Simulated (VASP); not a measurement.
# Sr (P1) in VASP: a series of runs

Runs on Sr. Level: PBE. Tasks: single point.

All numbers are computed with VASP 6.6.1; they aren't measurements. Logs are shortened: lines on timing, memory, paths and dates and some standing lists are left out, and cuts for length are marked.

## (1) The cell of the first run

The typed cell holds 7 atoms: a = 8.713 Å, b = 8.713 Å, c = 8.713 Å, α = 60.00°, β = 60.00°, γ = 60.00°.

## (2) Single point, PBE

File INCAR:

```
ALGO = Normal
EDIFF = 1E-6
ENCUT = 520
GGA = PE
ISIF = 2
ISMEAR = 0
LASPH = T
LCHARG = F
LREAL = F
LWAVE = F
NBANDS = 44
NELM = 100
PREC = Accurate
SIGMA = 0.1
```

File KPOINTS:

```
k-points
0
Gamma
  2 2 2
```

File POSCAR:

```
Sr
1.0
    0.0000000000      6.1611081000      6.1611081000
    6.1611081000      0.0000000000      6.1611081000
    6.1611081000      6.1611081000      0.0000000000
Sr
7
Direct
    0.0004754826      0.0005827685     -0.0002756809
    0.0011854199      0.4984070155      0.0023402446
   -0.0004839227      0.5025851600      0.5009680807
    0.5021518775     -0.0005473041     -0.0015107672
    0.4986825341      0.0013320656      0.4992754469
    0.5005012004      0.5003448974      0.0001488369
    0.5003668902      0.5001730939      0.5005614980
```

Potentials or basis: VASP PAW PBE potentials, release 64 (Sr_sv).

Launch:

```sh
cat potpaw_PBE.64/Sr_sv/POTCAR > POTCAR
mpirun -np 1 vasp_std > vasp.out
```

OUTCAR:

```text
EDIFF = 1E-6
   ENCUT = 520
   GGA = PE
   ISIF = 2
   ISMEAR = 0
   LASPH = T
   LREAL = F
   NELM = 100
   PREC = Accurate

 ion  position               nearest neighbor table
   1  0.000  0.001  1.000-   5 4.35   2 4.35   4 4.35   3 4.35   6 4.36   6 4.36   3 4.36   4 4.36
                             2 4.36   5 4.36
   2  0.001  0.498  0.002-   6 4.35   1 4.35   7 4.35   3 4.36   4 4.36   4 4.36   3 4.36   7 4.36
                             1 4.36   6 4.36
   3  1.000  0.503  0.501-   6 4.35   7 4.35   1 4.35   5 4.35   2 4.36   2 4.36   5 4.36   1 4.36
                             7 4.36   6 4.36
   4  0.502  0.999  0.998-   6 4.35   7 4.35   1 4.35   2 4.36   5 4.36   5 4.36   2 4.36   1 4.36
                             7 4.36   6 4.36
   5  0.499  0.001  0.499-   6 4.35   1 4.35   7 4.35   3 4.35   4 4.36   4 4.36   3 4.36   7 4.36
                             1 4.36   6 4.36
   6  0.501  0.500  0.000-   5 4.35   3 4.35   4 4.35   2 4.35   7 4.35   1 4.36   1 4.36   7 4.36
                             2 4.36   4 4.36   3 4.36   5 4.36
   7  0.500  0.500  0.501-   4 4.35   3 4.35   2 4.35   5 4.35   6 4.35   6 4.36   5 4.36   2 4.36
                             3 4.36   4 4.36

  LATTYP: Found a face centered cubic cell.
 ALAT       =    12.3222162000

  Lattice vectors:

 A1 = (   0.0000000000,   6.1611081000,   6.1611081000)
 A2 = (   6.1611081000,   0.0000000000,   6.1611081000)
 A3 = (   6.1611081000,   6.1611081000,   0.0000000000)

Analysis of symmetry for initial positions (statically):
=====================================================================
 Subroutine PRICEL returns:
 Original cell was already a primitive cell.

 Routine SETGRP: Setting up the symmetry group for a
 face centered cubic supercell.

 Subroutine GETGRP returns: Found  1 space group operations
 (whereof  1 operations were pure point group operations)
 out of a pool of 48 trial point group operations.

The static configuration has the point symmetry C_1 .

Analysis of symmetry for dynamics (positions and initial velocities):
=====================================================================
 Subroutine PRICEL returns:
 Original cell was already a primitive cell.

 Routine SETGRP: Setting up the symmetry group for a
 face centered cubic supercell.

 Subroutine GETGRP returns: Found  1 space group operations
 (whereof  1 operations were pure point group operations)
 out of a pool of 48 trial point group operations.

[... 97 lines left out ...]
   IBRION =     -1    ionic relax: 0-MD 1-quasi-New 2-CG
   NFREE  =      0    steps in history (QN), initial steepest desc. (CG)
   ISIF   =      2    stress and relaxation
   ISYM   =      2    0-nonsym 1-usesym 2-fastsym
   POTIM  = 0.5000    time-step for ionic-motion
   TEBEG  =    0.0;   TEEND  =   0.0 temperature during run
   PSTRESS=    0.0 pullay stress
   NELECT =      70.0000    total number of electrons
   NUPDOWN=      -1.0000    fix difference up-down
   EMIN   =  10.00;   EMAX   =-10.00  energy-range for DOS
   EFERMI =   0.00;   METHOD = LEGACY
   ISMEAR =     0;   SIGMA  =   0.10  broadening in eV -4-tet -1-fermi 0-gaus
   EFERMI_NEDOS =   21; number of points for ismear=-14 and -15
   IALGO  =     38    algorithm
   IMIX   =      4    mixing-type and parameters
     AMIX     =   0.40;   BMIX     =  1.00
     AMIX_MAG =   1.60;   BMIX_MAG =  1.00
  volume/ion in A,a.u.               =      66.82       450.93
  Fermi-wavevector in a.u.,A,eV,Ry     =   0.869171  1.642495 10.278639  0.755459
  Thomas-Fermi vector in A             =   1.987955
   LORBIT       =      0    0 simple, 1 ext, 2 COOP (PROOUT), +10 PAW based schemes
   GGA     = PE    functional components
   LHFCALC =     F    Hartree Fock is set to
   AEXX    =    0.0000 exact exchange contribution
   IVDW    =     0    specifies the selected vdW correction
   LEPSILON=     F    determine dielectric tensor
   LRPA    =     F    only Hartree local field effects (RPA)
 non-spin polarized calculation
 Gauss-broadening in eV      SIGMA  =   0.10
  energy-cutoff  :      520.00
  volume of cell :      467.74
 maximum number of plane-waves:     12662
 NGX is ok and might be reduce to    70
   NGX = 33   NGY = 33   NGZ = 33

 number of electron      70.0000000 magnetization

 Free energy of the ion-electron system (eV)
  ---------------------------------------------------
  ext. energy  EPLUGINS =         0.00000000
  ---------------------------------------------------
  free energy    TOTEN  =       -10.67491193 eV

  energy without entropy =      -10.63698671  energy(sigma->0) =      -10.65594932

 E-fermi :   0.7551     XC(G=0):  -6.7190

 val. band max:        0.7260916227   @ k =   0.5000   0.0000   0.0000
 cond. band min:       0.8024667805   @ k =   0.0000   0.0000   0.0000
 fundamental gap:      0.0763751578
 Fermi energy:         0.7550778233

 k-point     1 :       0.0000    0.0000    0.0000
  band No.  band energies     occupation
      1     -36.0616      2.00000
      2     -36.0548      2.00000
      3     -36.0548      2.00000
      4     -36.0548      2.00000
      5     -36.0515      2.00000
      6     -36.0514      2.00000
[... 365 lines left out ...]
     43       2.0064      0.00000
     44       2.0370      0.00000

------------------------ aborting loop because EDIFF is reached ----------------------------------------

  FORCE on cell =-STRESS in cart. coord.  units (eV):
  Direction    XX          YY          ZZ          XY          YZ          ZX
  --------------------------------------------------------------------------------------
  -------------------------------------------------------------------------------------
  Total       -1.9658290     -1.9658445     -1.9643428     -0.0000026      0.0000688     -0.0001541
  in kB       -6.7336390     -6.7336923     -6.7285484     -0.0000087      0.0002357     -0.0005277
  external PRESSURE =      -6.7319599 kB  Pullay stress =       0.0000000 kB

 VOLUME and BASIS-vectors are now :
 -----------------------------------------------------------------------------
  energy-cutoff  :      520.00
  volume of cell :      467.74
      direct lattice vectors                 reciprocal lattice vectors
     0.000000000  6.161108100  6.161108100    -0.081154233  0.081154233  0.081154233
     6.161108100  0.000000000  6.161108100     0.081154233 -0.081154233  0.081154233
     6.161108100  6.161108100  0.000000000     0.081154233  0.081154233 -0.081154233

 POSITION                                       TOTAL-FORCE (eV/Angst)
 -----------------------------------------------------------------------------------
      6.16300      6.16234      0.00652        -0.000155      0.000537     -0.001321
      3.08516      0.02172      3.07804        -0.000422     -0.000633      0.000039
      6.18300      9.24465      9.25461        -0.000620      0.000824      0.000616
     12.30954      9.24561      9.25155         0.000199      0.000971     -0.001026
      3.08430      6.14853      3.08064        -0.000641     -0.000414      0.000062
      3.08360      3.08456      6.16632         0.001817     -0.000075     -0.000289
      6.16563      6.16683      6.16444        -0.000178     -0.001210      0.001919
 -----------------------------------------------------------------------------------
    total drift:                               -0.000027     -0.000029     -0.000006

  FREE ENERGIE OF THE ION-ELECTRON SYSTEM (eV)
  ---------------------------------------------------
  free  energy   TOTEN  =       -10.6749119268 eV

  energy  without entropy=      -10.6369867121  energy(sigma->0) =      -10.65594932
```

OSZICAR:

```text
N       E                     dE             d eps       ncg     rms          rms(c)
DAV:   1     0.533774272875E+03    0.53377E+03   -0.30923E+04   720   0.132E+03
DAV:   2     0.397478488086E+02   -0.49403E+03   -0.48711E+03   832   0.321E+02
DAV:   3    -0.568984916330E+01   -0.45438E+02   -0.44951E+02   984   0.715E+01
DAV:   4    -0.105126585932E+02   -0.48228E+01   -0.48025E+01  1160   0.222E+01
DAV:   5    -0.107937689239E+02   -0.28111E+00   -0.28095E+00  1128   0.400E+00    0.283E+01
DAV:   6    -0.106829274599E+02    0.11084E+00   -0.33604E-01   912   0.216E+00    0.152E+01
DAV:   7    -0.106737066921E+02    0.92208E-02   -0.33428E-01   936   0.218E+00    0.140E+00
DAV:   8    -0.106744549202E+02   -0.74823E-03   -0.35209E-02  1044   0.540E-01    0.228E-01
DAV:   9    -0.106747601939E+02   -0.30527E-03   -0.14243E-03  1128   0.105E-01    0.129E-01
DAV:  10    -0.106749010370E+02   -0.14084E-03   -0.17475E-04  1064   0.568E-02    0.356E-02
DAV:  11    -0.106749054095E+02   -0.43725E-05   -0.16227E-05   872   0.118E-02    0.126E-02
DAV:  12    -0.106749112124E+02   -0.58028E-05   -0.35888E-06   680   0.767E-03    0.356E-03
DAV:  13    -0.106749125197E+02   -0.13074E-05   -0.11722E-06   624   0.415E-03    0.213E-03
DAV:  14    -0.106749119268E+02    0.59288E-06   -0.35821E-07   520   0.237E-03
   1 F= -.10674912E+02 E0= -.10655949E+02  d E =-.379252E-01
```

Wall time 7.7 min (1 thread of Intel Xeon 8259CL, shared host); peak memory 0.71 GiB.

What came out:

```yaml
Free_energy: -10.6749 eV
Pressure: -0.7 GPa
Band_gap_on_the_k_mesh: zero (bands 35 and 36 overlap by 0.29 eV)
```

Forces on the atoms (eV/Å):
```
Sr   0.000  0.001 -0.001
Sr   0.000 -0.001  0.000
Sr  -0.001  0.001  0.001
Sr   0.000  0.001 -0.001
Sr  -0.001  0.000  0.000
Sr   0.002  0.000  0.000
Sr   0.000 -0.001  0.002
```

Levels at points of the mesh, in eV from the Fermi level:
```tsv
k point	band 32	band 33	band 34	band 35	band 36	band 37	band 38	band 39
(0.00, 0.00, 0.00)	-0.83	-0.67	-0.14	-0.14	0.05	0.07	0.36	0.36
(0.50, 0.00, 0.00)	-0.46	-0.46	-0.45	-0.45	-0.03	0.53	0.53	0.54
(0.00, 0.50, 0.00)	-0.46	-0.46	-0.45	-0.45	-0.03	0.53	0.53	0.54
(0.00, 0.00, 0.50)	-0.46	-0.46	-0.45	-0.45	-0.03	0.53	0.53	0.54
(0.50, 0.50, 0.50)	-0.46	-0.46	-0.45	-0.45	-0.03	0.53	0.53	0.54
(0.50, 0.50, 0.00)	-1.09	-1.09	-0.52	0.26	0.61	0.78	0.78	0.90
(0.00, 0.50, 0.50)	-1.09	-1.09	-0.52	0.26	0.61	0.78	0.78	0.90
(0.50, 0.00, 0.50)	-1.09	-1.09	-0.52	0.26	0.61	0.78	0.78	0.90
```

Caveat: the k points lie up to 0.44 Å⁻¹ apart.

## (3) Single point, PBE

File INCAR:

```
ALGO = Normal
EDIFF = 1E-6
ENCUT = 520
GGA = PE
ISIF = 2
ISMEAR = 0
LASPH = True
LCHARG = False
LREAL = False
LWAVE = False
NBANDS = 44
NELM = 60
PREC = Accurate
SIGMA = 0.1
```

KPOINTS is that of step 2.

File POSCAR:

```
Sr
1.0
    0.0000000000      6.1611081000      6.1611081000
    6.1611081000      0.0000000000      6.1611081000
    6.1611081000      6.1611081000      0.0000000000
Sr
7
Direct
    0.0020766557      0.0017215247     -0.0013611999
    0.0008888012      0.5009034008     -0.0000889450
   -0.0018689820      0.5038556295      0.4998803705
    0.5021886404     -0.0003105772     -0.0004842473
    0.0025949877      0.0016631748      0.4992129581
    0.5002511642      0.4995699556      0.0009257263
    0.5002833013      0.4993480799      0.5003863672
```

Potentials or basis: VASP PAW PBE potentials, release 64 (Sr_sv).

Launch:

```sh
cat potpaw_PBE.64/Sr_sv/POTCAR > POTCAR
mpirun -np 1 vasp_std > vasp.out
```

Wall time 8.7 min (1 thread of Intel Xeon 8259CL, shared host); peak memory 0.72 GiB.

Results (log left out):

* Free energy: -10.6749 eV
* Pressure: -0.7 GPa
* Band gap on the k mesh: zero (bands 35 and 36 overlap by 0.29 eV)

Forces in eV/Å, atoms in the order of the input:
```
Sr   0.000  0.000 -0.001
Sr   0.000 -0.001  0.001
Sr  -0.001 -0.001  0.000
Sr   0.000  0.001 -0.001
Sr  -0.001  0.000  0.000
Sr   0.002  0.000  0.000
Sr   0.000  0.000  0.002
```

Levels at points of the mesh, in eV from the Fermi level:
| k point | band 31 | band 32 | band 33 | band 34 | band 35 | band 36 | band 37 | band 38 | band 39 | band 40 |
| --- | --- | --- | --- | --- | --- | --- | --- | --- | --- | --- |
| (0.00, 0.00, 0.00) | -0.83 | -0.83 | -0.67 | -0.14 | -0.14 | 0.05 | 0.07 | 0.36 | 0.36 | 0.36 |
| (0.50, 0.00, 0.00) | -0.65 | -0.46 | -0.46 | -0.45 | -0.45 | -0.03 | 0.52 | 0.53 | 0.54 | 0.66 |
| (0.00, 0.50, 0.00) | -0.65 | -0.46 | -0.46 | -0.45 | -0.45 | -0.03 | 0.52 | 0.53 | 0.54 | 0.66 |
| (0.00, 0.00, 0.50) | -0.65 | -0.46 | -0.46 | -0.45 | -0.45 | -0.03 | 0.53 | 0.53 | 0.53 | 0.66 |
| (0.50, 0.50, 0.50) | -0.65 | -0.46 | -0.46 | -0.45 | -0.45 | -0.03 | 0.53 | 0.53 | 0.54 | 0.66 |
| (0.50, 0.50, 0.00) | -1.17 | -1.09 | -1.09 | -0.52 | 0.26 | 0.61 | 0.78 | 0.78 | 0.90 | 0.92 |
| (0.00, 0.50, 0.50) | -1.17 | -1.09 | -1.09 | -0.52 | 0.26 | 0.61 | 0.78 | 0.78 | 0.90 | 0.92 |
| (0.50, 0.00, 0.50) | -1.17 | -1.09 | -1.09 | -0.52 | 0.26 | 0.61 | 0.78 | 0.78 | 0.90 | 0.92 |

Caveat: the k points lie up to 0.44 Å⁻¹ apart.

The gap in the log of VASP goes by the Fermi energy; the results here count the filled bands.